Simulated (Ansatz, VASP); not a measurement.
**Two plane-wave programs on FeO**

```xyz
2
Lattice="2.6125 0.0000 0.0000 0.0000 2.6125 0.0000 0.0000 0.0000 2.6125" Properties=species:S:1:pos:R:3 pbc="T T T"
Fe    0.0000    0.0000    0.0000
O     1.3062    1.3062    1.3062
```

Alike in both runs: task relaxation of cell and atoms; functional PBE-based screened hybrid with a share of 0.25 of exact exchange and HFSCREEN = 0.3; k mesh 5 × 5 × 5; occupations fermi-dirac, width 0.05 eV; collinear spin.

```csv
,VASP,Ansatz
version,VASP 6.6.1,Ansatz 0.2.0
potentials or method,"VASP PAW PBE potentials, release 64 (Fe, O)",Ansatz PAW
plane-wave cutoff (eV),600,420
valence electrons in the cell,14,22
```

VASP gave:

```
gap on the k mesh at the Fermi level, each at its own relaxed structure (eV) : none
net moment per atom (μB)                                                     : 2.00
size of the moment on the site where the two differ most (μB)                : 3.62
relaxed volume (Å³/atom)                                                     : 8.98
relaxed length of the cell vector where the two differ most in proportion (Å)              : 2.619
```

Problem. What did Ansatz give for the same quantities?

Solution. gap on the k mesh at the Fermi level, each at its own relaxed structure (eV): none; net moment per atom (μB): 2.00; size of the moment on the site where the two differ most (μB): 3.60; relaxed volume (Å³/atom): 8.97; relaxed length of the cell vector where the two differ most in proportion (Å): 2.618.

VASP's potentials were made for PBE, not for PBE-based screened hybrid. Site moments also hang on the region over which each program counts them. A gap of «none» marks a metal or a gap that the smearing closes. VASP's potentials hold 14 valence electrons a cell and Ansatz's 22, so a difference there can come from the potentials and not from the codes.

The k mesh is coarse, so the values compare programs but aren't converged. Noted on Ansatz's run: the magnetic or orbital state may not be the lowest; the plane-wave basis is chosen anew once the cell has moved, so the energies of steps on either side of that aren't comparable.
